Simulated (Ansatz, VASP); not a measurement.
**One calculation of Pt, two programs**

Contents of INCAR:

```
PREC = Accurate
ENCUT = 520
EDIFF = 1E-6
ISMEAR = 0
SIGMA = 0.028000000000000004
LREAL = F
LASPH = T
NELM = 100
ALGO = Fast
ISIF = 2
LWAVE = F
LCHARG = F
GGA = PE
NBANDS = 11
```

File KPOINTS:

```
regular mesh
0
Gamma
  12 12 12
```

POSCAR

```
Pt
1.0
    0.0000000000      1.9609000000      1.9609000000
    1.9609000000      0.0000000000      1.9609000000
    1.9609000000      1.9609000000      0.0000000000
Pt
1
Direct
    0.0000000000      0.0000000000      0.0000000000
```

Contents of input.yaml:

```yaml
crystal:
  lattice:
    - [0.0, 1.9609, 1.9609]
    - [1.9609, 0.0, 1.9609]
    - [1.9609, 1.9609, 0.0]
  atoms:
    - { symbol: Pt, position: [0.0, 0.0, 0.0] }
kpoints:
  mp_grid: { grid: [12, 12, 12] }
scf:
  occupations: { method: gaussian, width: 0.028 }
hamiltonian:
  xc: pbe
  pseudopotentials: { kind: all_electron, lapw: { basis_error: 0.001 } }
output:
  forces: true
  stress: true
  eigenvalues: true
```

Alike in both runs: task single point; functional PBE; k mesh 12 × 12 × 12; occupations gaussian, width 0.028 eV; no spin polarisation.

|  | VASP | Ansatz |
| --- | --- | --- |
| version | VASP 6.6.1 | Ansatz 0.2.0 |
| potentials or method | VASP PAW PBE potentials, release 64 (Pt), cutoff 520 eV | all-electron LAPW, scalar-relativistic |

|  | VASP | Ansatz | Ansatz less VASP |
| --- | --- | --- | --- |
| gap on the k mesh at the Fermi level (eV) | none | none | - |
| pressure (GPa) | 9.7 | 10.2 | +0.48 |

A gap of «none» marks a metal or a gap that the smearing closes. Ansatz ran all-electron here, and VASP with PAW potentials.

Spin-orbit coupling is off throughout.
